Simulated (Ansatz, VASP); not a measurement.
## Two plane-wave programs on Ti2Hg

The input INCAR:

```
SYSTEM = Ti2Hg
  PREC = Accurate
  ENCUT = 520
  EDIFF = 1E-6
  ISMEAR = 0
  SIGMA = 0.1
  LREAL = .FALSE.
  LASPH = .TRUE.
  NELM = 60
  ALGO = Fast
  ISIF = 2
  LWAVE = .FALSE.
  LCHARG = .FALSE.
  GGA = PE
  NBANDS = 45
```

KPOINTS

```
Automatic mesh
0
G
  4 4 4
  0 0 0
```

The input POSCAR:

```
Ti2Hg
1.0
    0.0000000000      3.9922478600      3.9922478600
    3.9922478600      0.0000000000      3.9922478600
    3.9922478600      3.9922478600      0.0000000000
Ti Hg
4 2
Direct
    0.1558933300      0.1558933300      0.1558933300
    0.1558933300      0.1558933300      0.5323200200
    0.1558933300      0.5323200200      0.1558933300
    0.5323200200      0.1558933300      0.1558933300
    0.7500000000      0.7500000000      0.7500000000
    0.0000000000      0.0000000000      0.0000000000
```

Input for Ansatz:

```yaml
crystal:
  lattice:
    - [0.0, 3.99224786, 3.99224786]
    - [3.99224786, 0.0, 3.99224786]
    - [3.99224786, 3.99224786, 0.0]
  atoms:
    - { symbol: Ti, position: [0.15589333, 0.15589333, 0.15589333] }
    - { symbol: Ti, position: [0.15589333, 0.15589333, 0.53232002] }
    - { symbol: Ti, position: [0.15589333, 0.53232002, 0.15589333] }
    - { symbol: Ti, position: [0.53232002, 0.15589333, 0.15589333] }
    - { symbol: Hg, position: [0.75, 0.75, 0.75] }
    - { symbol: Hg, position: [0.0, 0.0, 0.0] }
basis:
  ecutwfc: 420
kpoints:
  mp_grid: { grid: [4, 4, 4] }
hamiltonian:
  xc: pbe
scf:
  occupations: { method: gaussian, width: 0.1 }
  lower_state_search: "off"
output:
  forces: true
  stress: true
  eigenvalues: true
```

Alike in both runs: task single point; functional PBE; k mesh 4 × 4 × 4; occupations gaussian, width 0.1 eV; no spin polarisation.

```csv
,VASP,Ansatz
version,VASP 6.6.1,Ansatz 0.2.0
potentials or method,"VASP PAW PBE potentials, release 64 (Ti_sv, Hg), cutoff 520 eV","scalar-relativistic, plane waves, PAW"
valence electrons in the cell,72,88
```

Ansatz gave:

| Item | Value |
| --- | --- |
| gap on the k mesh at the Fermi level (eV) | none |
| rms of the force components (eV/Å) | 0.762 |

**Question.** Estimate VASP's values.

**Answer.** gap on the k mesh at the Fermi level (eV): none; rms of the force components (eV/Å): 0.666.

Atom by atom the forces differ by 0.096 eV/Å (rms over components). A gap of «none» marks a metal or a gap that the smearing closes. VASP's potentials hold 72 valence electrons a cell and Ansatz's 88, so a difference there can come from the potentials and not from the codes.

Spin-orbit coupling is off throughout.
